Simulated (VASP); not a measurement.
# Sc2Al3As3 (P-3m1) in VASP: a series of runs

Runs on Sc2Al3As3. Level: PBE. Tasks: single point, relaxation of cell and atoms.

All numbers are computed with VASP 6.6.1; they aren't measurements. Logs are shortened: lines on timing, memory, paths and dates and some standing lists are left out, and cuts for length are marked.

**1. The cell of the first run**

Symmetry: P-3m1, No. 164, trigonal system. Conventional cell: a = 3.779 Å, b = 3.779 Å, c = 13.048 Å, α = 90.00°, β = 90.00°, γ = 120.00°. Within 3.5 Å of Sc (site symmetry 3m) lie 6 As at 2.69 to 2.79 Å and 1 Al at 3.11 Å. Al (site symmetry 3m) has 3 As at 2.58 Å and 3 Al at 2.85 Å and 1 Sc at 3.11 Å within 3.4 Å. Al (site symmetry -3m) has 12 Al at 2.85 to 3.78 Å and 6 As at 3.89 Å within 3.9 Å. As (site symmetry 3m) has 3 Al at 2.58 Å and 3 Sc at 2.79 Å within 3.4 Å. As (site symmetry -3m) has 6 Sc at 2.69 Å within 3.5 Å.

**2. Single point, PBE**

Input file INCAR:

```
PREC = Accurate ; ENCUT = 520
EDIFF = 1E-6 ; ISMEAR = 0
SIGMA = 0.2 ; LREAL = False
LASPH = True ; NELM = 100
ALGO = Normal ; ISIF = 2
LWAVE = False ; LCHARG = False
GGA = PE ; NBANDS = 33
```

Input file KPOINTS:

```
regular mesh
0
Gamma
  5 5 2
```

Input file POSCAR:

```
Sc2Al3As3
1.0
    3.7788593645      0.0000000000      0.0000000000
   -1.8894296823      3.2725882070      0.0000000000
    0.0000000000      0.0000000000     13.0475627767
Sc Al As
2 3 3
Direct
    0.3333333333      0.6666666667      0.1203257178
    0.6666666667      0.3333333333      0.8796742822
    0.6666666667      0.3333333333      0.6410068207
    0.0000000000      0.0000000000      0.5000000000
    0.3333333333      0.6666666667      0.3589931793
    0.6666666667      0.3333333333      0.2534437573
    0.3333333333      0.6666666667      0.7465562427
    0.0000000000      0.0000000000      0.0000000000
```

Potentials or basis: VASP PAW PBE potentials, release 64 (Sc_sv, Al, As).

On the command line:

```bash
$ cat potpaw_PBE.64/Sc_sv/POTCAR potpaw_PBE.64/Al/POTCAR potpaw_PBE.64/As/POTCAR > POTCAR
$ mpirun -np 1 vasp_std > vasp.out
```

OUTCAR:

```text
PREC = Accurate
   ENCUT = 520
   EDIFF = 1E-6
   ISMEAR = 0
   LREAL = False
   LASPH = True
   NELM = 100
   ISIF = 2
   GGA = PE

 ion  position               nearest neighbor table
   1  0.333  0.667  0.120-   8 2.69   8 2.69   8 2.69   6 2.79   6 2.79   6 2.79   5 3.11
   2  0.667  0.333  0.880-   8 2.69   8 2.69   8 2.69   7 2.79   7 2.79   7 2.79   3 3.11
   3  0.667  0.333  0.641-   7 2.58   7 2.58   7 2.58   4 2.85   4 2.85   4 2.85   2 3.11
   4  0.000  0.000  0.500-   3 2.85   5 2.85   3 2.85   5 2.85   3 2.85   5 2.85
   5  0.333  0.667  0.359-   6 2.58   6 2.58   6 2.58   4 2.85   4 2.85   4 2.85   1 3.11
   6  0.667  0.333  0.253-   5 2.58   5 2.58   5 2.58   1 2.79   1 2.79   1 2.79
   7  0.333  0.667  0.747-   3 2.58   3 2.58   3 2.58   2 2.79   2 2.79   2 2.79
   8  0.000  0.000  0.000-   1 2.69   2 2.69   2 2.69   1 2.69   2 2.69   1 2.69

  LATTYP: Found a hexagonal cell.
 ALAT       =     3.7788593645
 C/A-ratio  =     3.4527780788

  Lattice vectors:

 A1 = (   3.7788593645,   0.0000000000,   0.0000000000)
 A2 = (  -1.8894296823,   3.2725882070,   0.0000000000)
 A3 = (   0.0000000000,   0.0000000000,  13.0475627767)

Analysis of symmetry for initial positions (statically):
=====================================================================
 Subroutine PRICEL returns:
 Original cell was already a primitive cell.

 Routine SETGRP: Setting up the symmetry group for a
 hexagonal supercell.

 Subroutine GETGRP returns: Found 12 space group operations
 (whereof 12 operations were pure point group operations)
 out of a pool of 24 trial point group operations.

The static configuration has the point symmetry D_3d.

Analysis of symmetry for dynamics (positions and initial velocities):
=====================================================================
 Subroutine PRICEL returns:
 Original cell was already a primitive cell.

 Routine SETGRP: Setting up the symmetry group for a
 hexagonal supercell.

 Subroutine GETGRP returns: Found 12 space group operations
 (whereof 12 operations were pure point group operations)
 out of a pool of 24 trial point group operations.

The dynamic configuration has the point symmetry D_3d.

 Subroutine INISYM returns: Found 12 space group operations
 (whereof 12 operations are pure point group operations),
 and found     1 'primitive' translations

[... 92 lines left out ...]
   LREAL  =      F    real-space projection
   EDIFFG = 0.1E-04   stopping-criterion for IOM
   NSW    =      0    number of steps for IOM
   IBRION =     -1    ionic relax: 0-MD 1-quasi-New 2-CG
   NFREE  =      0    steps in history (QN), initial steepest desc. (CG)
   ISIF   =      2    stress and relaxation
   ISYM   =      2    0-nonsym 1-usesym 2-fastsym
   POTIM  = 0.5000    time-step for ionic-motion
   TEBEG  =    0.0;   TEEND  =   0.0 temperature during run
   PSTRESS=    0.0 pullay stress
   NELECT =      46.0000    total number of electrons
   NUPDOWN=      -1.0000    fix difference up-down
   EMIN   =  10.00;   EMAX   =-10.00  energy-range for DOS
   EFERMI =   0.00;   METHOD = LEGACY
   ISMEAR =     0;   SIGMA  =   0.20  broadening in eV -4-tet -1-fermi 0-gaus
   EFERMI_NEDOS =   21; number of points for ismear=-14 and -15
   IALGO  =     38    algorithm
   IMIX   =      4    mixing-type and parameters
     AMIX     =   0.40;   BMIX     =  1.00
     AMIX_MAG =   1.60;   BMIX_MAG =  1.00
  volume/ion in A,a.u.               =      20.17       136.11
  Fermi-wavevector in a.u.,A,eV,Ry     =   1.077458  2.036100 15.795212  1.160915
  Thomas-Fermi vector in A             =   2.213370
   LORBIT       =      0    0 simple, 1 ext, 2 COOP (PROOUT), +10 PAW based schemes
   GGA     = PE    functional components
   LHFCALC =     F    Hartree Fock is set to
   AEXX    =    0.0000 exact exchange contribution
   IVDW    =     0    specifies the selected vdW correction
   LEPSILON=     F    determine dielectric tensor
   LRPA    =     F    only Hartree local field effects (RPA)
 non-spin polarized calculation
 Gauss-broadening in eV      SIGMA  =   0.20
  energy-cutoff  :      520.00
  volume of cell :      161.35
 maximum number of plane-waves:      4385
   NGX = 15   NGY = 15   NGZ = 49

 number of electron      45.9999996 magnetization

 Free energy of the ion-electron system (eV)
  ---------------------------------------------------
  ext. energy  EPLUGINS =         0.00000000
  ---------------------------------------------------
  free energy    TOTEN  =       -42.94928976 eV

  energy without entropy =      -42.90097660  energy(sigma->0) =      -42.92513318

 E-fermi :   5.5041     XC(G=0): -10.0155

 val. band max:        5.4712683810   @ k =   0.4000  -0.0000   0.0000
 cond. band min:       5.5142135991   @ k =   0.4000  -0.0000   0.5000
 fundamental gap:      0.0429452181
 Fermi energy:         5.5041261018

 k-point     1 :       0.0000    0.0000    0.0000
  band No.  band energies     occupation
      1     -44.1470      2.00000
      2     -44.1425      2.00000
      3     -22.8433      2.00000
      4     -22.7860      2.00000
      5     -22.7625      2.00000
      6     -22.7625      2.00000
[... 349 lines left out ...]
     32       8.2704      0.00000
     33       8.4637      0.00000

------------------------ aborting loop because EDIFF is reached ----------------------------------------

  FORCE on cell =-STRESS in cart. coord.  units (eV):
  Direction    XX          YY          ZZ          XY          YZ          ZX
  --------------------------------------------------------------------------------------
  -------------------------------------------------------------------------------------
  Total        0.1794173      0.1794173      0.3944558     -0.0000000     -0.0000000      0.0000000
  in kB        1.7815313      1.7815313      3.9167646     -0.0000000     -0.0000000      0.0000000
  external PRESSURE =       2.4932757 kB  Pullay stress =       0.0000000 kB

 VOLUME and BASIS-vectors are now :
 -----------------------------------------------------------------------------
  energy-cutoff  :      520.00
  volume of cell :      161.35
      direct lattice vectors                 reciprocal lattice vectors
     3.778859365  0.000000000  0.000000000     0.264630118  0.152784270  0.000000000
    -1.889429682  3.272588207  0.000000000     0.000000000  0.305568540  0.000000000
     0.000000000  0.000000000 13.047562777     0.000000000  0.000000000  0.076642666

 POSITION                                       TOTAL-FORCE (eV/Angst)
 -----------------------------------------------------------------------------------
     -0.00000      2.18173      1.56996         0.000000      0.000000      0.060713
      1.88943      1.09086     11.47761        -0.000000     -0.000000     -0.060713
      1.88943      1.09086      8.36358        -0.000000     -0.000000      0.003150
      0.00000      0.00000      6.52378         0.000000      0.000000      0.000000
     -0.00000      2.18173      4.68399         0.000000      0.000000     -0.003150
      1.88943      1.09086      3.30682         0.000000     -0.000000     -0.024143
     -0.00000      2.18173      9.74074         0.000000      0.000000      0.024143
      0.00000      0.00000      0.00000         0.000000      0.000000      0.000000
 -----------------------------------------------------------------------------------
    total drift:                               -0.000000      0.000000      0.000000

  FREE ENERGIE OF THE ION-ELECTRON SYSTEM (eV)
  ---------------------------------------------------
  free  energy   TOTEN  =       -42.9492897624 eV

  energy  without entropy=      -42.9009766028  energy(sigma->0) =      -42.92513318
```

OSZICAR:

```text
N       E                     dE             d eps       ncg     rms          rms(c)
DAV:   1     0.484826795021E+03    0.48483E+03   -0.19253E+04   668   0.127E+03
DAV:   2     0.288129901196E+01   -0.48195E+03   -0.46982E+03   716   0.431E+02
DAV:   3    -0.443528842710E+02   -0.47234E+02   -0.44927E+02  1101   0.129E+02
DAV:   4    -0.464564589881E+02   -0.21036E+01   -0.20840E+01  1064   0.247E+01
DAV:   5    -0.464858812883E+02   -0.29422E-01   -0.29364E-01  1016   0.365E+00    0.120E+01
DAV:   6    -0.430918977424E+02    0.33940E+01   -0.12138E+01  1024   0.262E+01    0.407E+00
DAV:   7    -0.429838194802E+02    0.10808E+00   -0.11804E+00  1056   0.648E+00    0.246E+00
DAV:   8    -0.429561938629E+02    0.27626E-01   -0.34767E-01  1048   0.378E+00    0.123E+00
DAV:   9    -0.429503219662E+02    0.58719E-02   -0.78701E-02   968   0.211E+00    0.287E-01
DAV:  10    -0.429492006249E+02    0.11213E-02   -0.89909E-03  1024   0.830E-01    0.139E-01
DAV:  11    -0.429492977352E+02   -0.97110E-04   -0.11095E-03  1104   0.312E-01    0.832E-02
DAV:  12    -0.429492958143E+02    0.19209E-05   -0.30498E-04  1040   0.157E-01    0.111E-02
DAV:  13    -0.429492904884E+02    0.53259E-05   -0.29654E-05  1039   0.438E-02    0.792E-03
DAV:  14    -0.429492897624E+02    0.72607E-06   -0.34690E-06   752   0.142E-02
   1 F= -.42949290E+02 E0= -.42925133E+02  d E =-.483132E-01
```

stdout:

```text
POSCAR found type information on POSCAR ScAlAs
 POSCAR found :  3 types and       8 ions
 scaLAPACK will be used
 LDA part: xc-table for (Slater+PW92), standard interpolation
 POSCAR, INCAR and KPOINTS ok, starting setup
 FFT: planning ... GRIDC
 FFT: planning ... GRID_SOFT
 FFT: planning ... GRID
 WAVECAR not read
 entering main loop
```

Run time: 2.5 min. Hardware: 1 thread of Oxide Virtual Turin-like, shared host; peak memory 0.23 GiB.

What came out:

* Free energy: -42.9493 eV
* Pressure: 0.2 GPa
* Largest force: 0.061 eV/Å
* Band gap on the k mesh: zero (bands 23 and 24 overlap by 1.64 eV)

Forces on the atoms (eV/Å):
```
Sc   0.000  0.000  0.061
Sc   0.000  0.000 -0.061
Al   0.000  0.000  0.003
Al   0.000  0.000  0.000
Al   0.000  0.000 -0.003
As   0.000  0.000 -0.024
As   0.000  0.000  0.024
As   0.000  0.000  0.000
```

Stress tensor (GPa, compression positive):
```
0.18 0.00 0.00
0.00 0.18 0.00
0.00 0.00 0.39
```

Caveat: the k points lie up to 0.38 Å⁻¹ apart, too coarse for converged energies and pressures of a metal.

**3. Relaxation of cell and atoms, PBE**

This run uses another cell than the first one, of 18.61 Å³/atom.

Input file INCAR:

```
SYSTEM = Sc2Al3As3
PREC = Accurate
ENCUT = 600
EDIFF = 1E-6
ISMEAR = 0
SIGMA = 0.2
LREAL = .False.
LASPH = .True.
NELM = 60
ALGO = Normal
ISIF = 3
LWAVE = .False.
LCHARG = .False.
GGA = PE
IBRION = 2
NSW = 36
EDIFFG = -0.08
```

Input file KPOINTS:

```
regular mesh
0
Gamma
  5 5 2
  0 0 0
```

Input file POSCAR:

```
Sc2Al3As3
1.0
    3.9000000000      0.0000000000      0.0000000000
   -1.9500000000      3.3774990700      0.0000000000
    0.0000000000      0.0000000000     11.3000000000
Sc Al As
2 3 3
Direct
    0.3333333300      0.6666666700      0.1350000000
    0.6666666700      0.3333333300      0.8650000000
    0.6666666700      0.3333333300      0.6050000000
    0.0000000000      0.0000000000      0.5000000000
    0.3333333300      0.6666666700      0.3950000000
    0.6666666700      0.3333333300      0.2700000000
    0.3333333300      0.6666666700      0.7300000000
    0.0000000000      0.0000000000      0.0000000000
```

Potentials or basis: VASP PAW PBE potentials, release 64 (Sc_sv, Al, As).

On the command line:

```bash
$ cat potpaw_PBE.64/Sc_sv/POTCAR potpaw_PBE.64/Al/POTCAR potpaw_PBE.64/As/POTCAR > POTCAR
$ mpirun -np 1 vasp_std > vasp.out
```

Wall time 19 min (1 thread of Oxide Virtual Turin-like, shared host); peak memory 0.29 GiB.

Results (log left out):

| Quantity | Value |
| --- | --- |
| Free energy | -42.9482 eV |
| Relaxed volume | 20.24 Å³/atom |
| Relaxed cell | a = 3.775 Å, b = 3.775 Å, c = 13.123 Å, α = 90.00°, β = 90.00°, γ = 120.00° |
| Space group after relaxing (to 0.1 Å) | P-3m1 (No. 164) |
| Energy gained by relaxing | 157.6 meV/atom |
| Ionic steps | 13 |
| Pressure after relaxing | -0.1 GPa |
| Largest force after relaxing | 0.056 eV/Å |
| Band gap on the k mesh | zero (bands 23 and 24 overlap by 1.68 eV) |

Forces on the atoms (eV/Å):
```
Sc   0.000  0.000  0.009
Sc   0.000  0.000 -0.009
Al   0.000  0.000  0.056
Al   0.000  0.000  0.000
Al   0.000  0.000 -0.056
As   0.000  0.000 -0.002
As   0.000  0.000  0.002
As   0.000  0.000  0.000
```

Stress tensor (GPa, compression positive):
```
 0.01  0.00  0.00
 0.00  0.01  0.00
 0.00  0.00 -0.30
```

The path:
```tsv
step	energy change (eV)	largest force (eV/Å)	pressure (GPa)	volume (Å³)
1	0.0000	1.1962	7.13	148.85
2	-0.4859	0.9660	-2.61	167.36
3	-0.4918	0.9623	-1.80	165.32
4	-0.6922	0.9225	-1.34	163.82
5	-0.8377	0.7729	-0.40	161.73
6	-0.8527	0.6974	0.20	160.70
7	-0.9958	0.7846	0.38	160.44
8	-1.0780	0.8914	0.92	160.08
9	-1.1927	0.4036	-1.21	164.47
10	-1.1997	0.3898	-1.76	165.82
11	-1.2472	0.2052	1.01	159.68
12	-1.2565	0.2352	0.16	161.37
13	-1.2610	0.0556	-0.09	161.93
```

Final structure:
```
Sc Al As
1.0
     3.77462    0.00000    0.00000
    -1.88731    3.26892    0.00000
     0.00000    0.00000   13.12338
Sc Al As
2 3 3
Direct
  0.33333 0.66667 0.12091
  0.66667 0.33333 0.87909
  0.66667 0.33333 0.64054
  0.00000 0.00000 0.50000
  0.33333 0.66667 0.35946
  0.66667 0.33333 0.25333
  0.33333 0.66667 0.74667
  0.00000 0.00000 0.00000
```

Levels at points of the mesh, in eV from the Fermi level:
| k point | band 21 | band 22 | band 23 | band 24 | band 25 | band 26 |
| --- | --- | --- | --- | --- | --- | --- |
| (0.00, 0.00, 0.00) | 0.16 | 0.50 | 0.82 | 1.14 | 1.14 | 1.65 |
| (0.00, 0.00, 0.50) | 0.14 | 0.14 | 1.14 | 1.14 | 1.27 | 1.65 |

Caveat: the k points lie up to 0.38 Å⁻¹ apart in the final cell, too coarse for converged energies and pressures of a metal; a cell axis changed by over 15 % at a fixed basis, so the end point is rough; the relaxation stopped at a loose force limit of 0.08 eV/Å, so its end isn't a converged minimum.

**4. Single point, PBE (17.76 Å³/atom)**

This run uses another cell than the first one, of 17.76 Å³/atom.

Input file INCAR:

```
SYSTEM = Sc2Al3As3
ALGO = Fast ; EDIFF = 1E-6
ENCUT = 520 ; GGA = PE
ISIF = 2 ; ISMEAR = 0
LASPH = .TRUE. ; LCHARG = .TRUE.
LELF = .TRUE. ; LREAL = .FALSE.
LVHAR = .TRUE. ; LWAVE = .FALSE.
NBANDS = 33 ; NELM = 100
PREC = Accurate ; SIGMA = 0.1
```

Input file KPOINTS:

```
k-points
0
G
  12 12 4
  0 0 0
```

Input file POSCAR:

```
Sc2Al3As3
1.0
    3.5984963690      0.0000000000      0.0000000000
   -1.7992481845      3.1163892710      0.0000000000
    0.0000000000      0.0000000000     12.6693268846
Sc Al As
2 3 3
Direct
    0.3333333333      0.6666666667      0.1230127315
    0.6666666667      0.3333333333      0.8769872685
    0.6666666667      0.3333333333      0.6360324931
    0.0000000000      0.0000000000      0.5000000000
    0.3333333333      0.6666666667      0.3639675069
    0.6666666667      0.3333333333      0.2560754477
    0.3333333333      0.6666666667      0.7439245523
    0.0000000000      0.0000000000      0.0000000000
```

On the command line:

```bash
$ cat potpaw_PBE.64/Sc_sv/POTCAR potpaw_PBE.64/Al/POTCAR potpaw_PBE.64/As/POTCAR > POTCAR
$ mpirun -np 1 vasp_std > vasp.out
```

Wall time 14 min (1 thread of Oxide Virtual Turin-like, shared host); peak memory 0.42 GiB.

The run converged. Its results:

- Free energy: -42.2658 eV
- Pressure: 12.1 GPa
- Largest force: 0.030 eV/Å
- Band gap on the k mesh: zero (bands 23 and 24 overlap by 2.10 eV)

Forces on the atoms (eV/Å):
```
Sc   0.000  0.000  0.014
Sc   0.000  0.000 -0.014
Al   0.000  0.000 -0.030
Al   0.000  0.000  0.000
Al   0.000  0.000  0.030
As   0.000  0.000  0.003
As   0.000  0.000 -0.003
As   0.000  0.000  0.000
```

Levels at points of the mesh, in eV from the Fermi level:
```csv
k point,band 20,band 21,band 22,band 23,band 24,band 25,band 26,band 27
"(0.00, 0.00, 0.00)",0.46,0.46,0.62,0.80,1.32,1.32,2.12,2.14
"(0.50, 0.00, 0.00)",-2.32,-2.02,-1.32,-0.55,0.06,0.33,1.05,1.65
"(0.00, 0.00, 0.50)",-0.78,0.43,0.43,1.32,1.32,1.55,2.05,2.15
"(0.50, 0.00, 0.50)",-2.27,-2.10,-1.26,-1.11,0.17,0.37,1.19,1.43
```

Caveat: the cell stands under pressure.

**5. Single point, PBE**

Input file INCAR:

```
SYSTEM = Sc2Al3As3
PREC = Accurate
ENCUT = 520
EDIFF = 1E-6
ISMEAR = 0
SIGMA = 0.1
LREAL = .False.
LASPH = .True.
NELM = 80
ALGO = Fast
ISIF = 2
LWAVE = .False.
LCHARG = .False.
GGA = PE
NBANDS = 33
```

Input file KPOINTS:

```
Automatic mesh
0
Gamma
  12 12 4
  0 0 0
```

Input file POSCAR:

```
Sc2Al3As3
1.0
    3.7682905521      0.0000000000      0.0000000000
   -1.8841452761      3.2634353470      0.0000000000
    0.0000000000      0.0000000000     13.1287761694
Sc Al As
2 3 3
Direct
    0.3333333333      0.6666666667      0.1203417083
    0.6666666667      0.3333333333      0.8796582917
    0.6666666667      0.3333333333      0.6414235092
    0.0000000000      0.0000000000      0.5000000000
    0.3333333333      0.6666666667      0.3585764908
    0.6666666667      0.3333333333      0.2533991836
    0.3333333333      0.6666666667      0.7466008164
    0.0000000000      0.0000000000      0.0000000000
```

On the command line:

```bash
$ cat potpaw_PBE.64/Sc_sv/POTCAR potpaw_PBE.64/Al/POTCAR potpaw_PBE.64/As/POTCAR > POTCAR
$ mpirun -np 1 vasp_std > vasp.out
```

Run time: 14 min. Hardware: 1 thread of Oxide Virtual Turin-like, shared host; peak memory 0.45 GiB.

Results (log left out):

```yaml
Free_energy: -42.9259 eV
Pressure: 0.1 GPa
Largest_force: 0.012 eV/Å
Band_gap_on_the_k_mesh: zero (bands 23 and 24 overlap by 1.72 eV)
```

Forces on the atoms (eV/Å):
```
Sc   0.000  0.000  0.012
Sc   0.000  0.000 -0.012
Al   0.000  0.000 -0.012
Al   0.000  0.000  0.000
Al   0.000  0.000  0.012
As   0.000  0.000  0.010
As   0.000  0.000 -0.010
As   0.000  0.000  0.000
```

Levels at points of the mesh, in eV from the Fermi level:
| k point | band 20 | band 21 | band 22 | band 23 | band 24 | band 25 | band 26 | band 27 |
| --- | --- | --- | --- | --- | --- | --- | --- | --- |
| (0.00, 0.00, 0.00) | 0.19 | 0.19 | 0.54 | 0.84 | 1.17 | 1.17 | 1.70 | 1.93 |
| (0.50, 0.00, 0.00) | -2.16 | -1.91 | -1.39 | -0.36 | 0.07 | 0.14 | 1.05 | 1.68 |
| (0.00, 0.00, 0.50) | -0.82 | 0.17 | 0.17 | 1.18 | 1.18 | 1.29 | 1.70 | 1.94 |
| (0.50, 0.00, 0.50) | -2.13 | -1.97 | -1.35 | -0.83 | 0.13 | 0.21 | 1.23 | 1.47 |

**6. Summary**

| task | cell | k mesh | cutoff (eV) | smearing | gap on the mesh (eV) | pressure (GPa) | largest force (eV/Å) |
| --- | --- | --- | --- | --- | --- | --- | --- |
| single point | a = 3.779, b = 3.779, c = 13.048 Å, angles 90.0, 90.0, 120.0°, 8 atoms, atomic positions A | 5 × 5 × 2 | 520 | gaussian 0.2 eV | none | 0.2 | 0.06 |
| relaxation of cell and atoms | relaxed from a = 3.900, b = 3.900, c = 11.300 Å, angles 90.0, 90.0, 120.0°, 8 atoms, atomic positions B | 5 × 5 × 2 | 600 | gaussian 0.2 eV | none | -0.1 | 0.06 |
| single point | a = 3.598, b = 3.598, c = 12.669 Å, angles 90.0, 90.0, 120.0°, 8 atoms, atomic positions C | 12 × 12 × 4 | 520 | gaussian 0.1 eV | none | 12.1 | 0.03 |
| single point | a = 3.768, b = 3.768, c = 13.129 Å, angles 90.0, 90.0, 120.0°, 8 atoms, atomic positions D | 12 × 12 × 4 | 520 | gaussian 0.1 eV | none | 0.1 | 0.01 |

Alike in all rows: level PBE; potentials or basis VASP PAW PBE potentials, release 64 (Sc_sv, Al, As); no spin polarisation.

Caveats: some runs use coarse meshes; a cell axis changed by over 15 % at a fixed basis, so the end point is rough (at least some runs); the relaxation stopped at a loose force limit of 0.08 eV/Å, so its end isn't a converged minimum (at least some runs); the cell stands under pressure (at least some runs).

Total energies depend on the potentials used, so only differences within one code and one set of settings carry meaning.

The gap in the log of VASP goes by the Fermi energy; the results here count the filled bands.